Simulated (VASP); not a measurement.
Here is a VASP 6.6.1 calculation.

INCAR

```
ALGO = Normal
EDIFF = 1E-6
ENCUT = 520
GGA = PS
ISIF = 2
ISMEAR = 0
LASPH = True
LCHARG = False
LREAL = False
LWAVE = False
NBANDS = 29
NELM = 60
PREC = Accurate
SIGMA = 0.1
```

The input KPOINTS:

```
k-points
0
Gamma
  10 10 10
```

Contents of POSCAR:

```
TiSi2
1.0
    0.0000000000      3.9930040128      4.1795473890
    2.3305654775      0.0000000000      4.1795473890
    2.3305654775      3.9930040128      0.0000000000
Ti Si
2 4
Direct
    0.7500000000      0.7500000000      0.7500000000
    0.5000000000      0.5000000000      0.5000000000
    0.0859010666      0.4140989334      0.0859010666
    0.4140989334      0.0859010666      0.4140989334
    0.1640989334      0.8359010666      0.1640989334
    0.8359010666      0.1640989334      0.8359010666
```

Potentials or basis: VASP PAW PBE potentials, release 64 (Ti_sv, Si).

The run is started by

```console
$ cat potpaw_PBE.64/Ti_sv/POTCAR potpaw_PBE.64/Si/POTCAR > POTCAR
$ mpirun -np 1 vasp_std > vasp.out
```

Problem. Estimate the pressure.

Solution. 10.8 GPa.

Problem. Estimate the band gap on the k mesh.

Solution. Zero (bands 20 and 21 overlap by 2.01 eV).

Forces in eV/Å, atoms in the order of the input:
```
Ti   0.000  0.000  0.000
Ti   0.000  0.000  0.000
Si   0.000 -0.002  0.000
Si   0.000  0.002  0.000
Si   0.000  0.002  0.000
Si   0.000 -0.002  0.000
```

Caveat: the cell stands under pressure; the PAW data sets were made with another functional, which shifts forces and pressure a little.
